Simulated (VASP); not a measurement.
Here is a VASP 6.6.1 calculation.

The input POSCAR:

```
NaSnF3
1.0
    4.6327168189      0.0000000000      0.0000000000
    0.0000000000      4.6327168189      0.0000000000
    0.0000000000      0.0000000000      4.4010809779
Na Sn F
1 1 3
Direct
    0.0000000000      0.0000000000      0.0000000000
    0.5000000000      0.5000000000      0.5000000000
    0.5000000000      0.5000000000      0.0000000000
    0.5000000000      0.0000000000      0.5000000000
    0.0000000000      0.5000000000      0.5000000000
```

The input INCAR.step1:

```
SYSTEM = NaSnF3
PREC     = Accurate       ! precision mode
ENCUT    = 520            ! plane-wave cutoff, eV
ISMEAR   = 0              ! smearing method
SIGMA    = 0.01           ! smearing width, eV
LREAL    = .FALSE.        ! projectors in reciprocal space
LASPH    = .TRUE.         ! aspherical terms in the spheres
NELM     = 80             ! most SCF steps
NBANDS   = 29             ! bands
GGA      = PE             ! functional
ALGO     = Normal         ! electronic algorithm
EDIFF    = 1E-4           ! SCF threshold, eV
LWAVE    = .TRUE.         ! write WAVECAR
LCHARG   = .FALSE.        ! write CHGCAR
```

The input INCAR.step2:

```
SYSTEM = NaSnF3
PREC     = Accurate       ! precision mode
ENCUT    = 520            ! plane-wave cutoff, eV
EDIFF    = 1E-7           ! SCF threshold, eV
ISMEAR   = 0              ! smearing method
SIGMA    = 0.01           ! smearing width, eV
LREAL    = .FALSE.        ! projectors in reciprocal space
LASPH    = .TRUE.         ! aspherical terms in the spheres
NELM     = 80             ! most SCF steps
ALGO     = Normal         ! electronic algorithm
ISIF     = 2              ! what is computed and relaxed
LWAVE    = .FALSE.        ! write WAVECAR
LCHARG   = .FALSE.        ! write CHGCAR
METAGGA  = R2SCAN         ! meta-GGA
LMIXTAU  = .TRUE.       
NBANDS   = 29             ! bands
ISTART   = 1
```

KPOINTS

```
Automatic mesh
0
G
  6 6 6
  0 0 0
```

Potentials or basis: VASP PAW PBE potentials, release 64 (Na_pv, Sn_d, F).

Launch:

```sh
$ cat potpaw_PBE.64/Na_pv/POTCAR potpaw_PBE.64/Sn_d/POTCAR potpaw_PBE.64/F/POTCAR > POTCAR
$ cp INCAR.step1 INCAR
$ mpirun -np 1 vasp_std > vasp.out
$ cp INCAR.step2 INCAR
$ mpirun -np 1 vasp_std > vasp.out
```

Predict the pressure.

3.0 GPa.

Predict the band gap on the k mesh.

0.68 eV (least direct gap 1.66 eV).

Stress tensor (GPa, compression positive):
```
1.19 0.00 0.00
0.00 1.19 0.00
0.00 0.00 6.57
```

Caveat: the cell differs from its parent crystal (uniaxial z strain -5.0%); the stress differs along the axes, from 1 to 7 GPa; semilocal functionals underestimate gaps, and a narrow one can read as zero; the PAW data sets were made with another functional, which shifts forces and pressure a little; spin-orbit coupling is left out, which moves the levels of the heavy elements. A k mesh can miss the band edges.
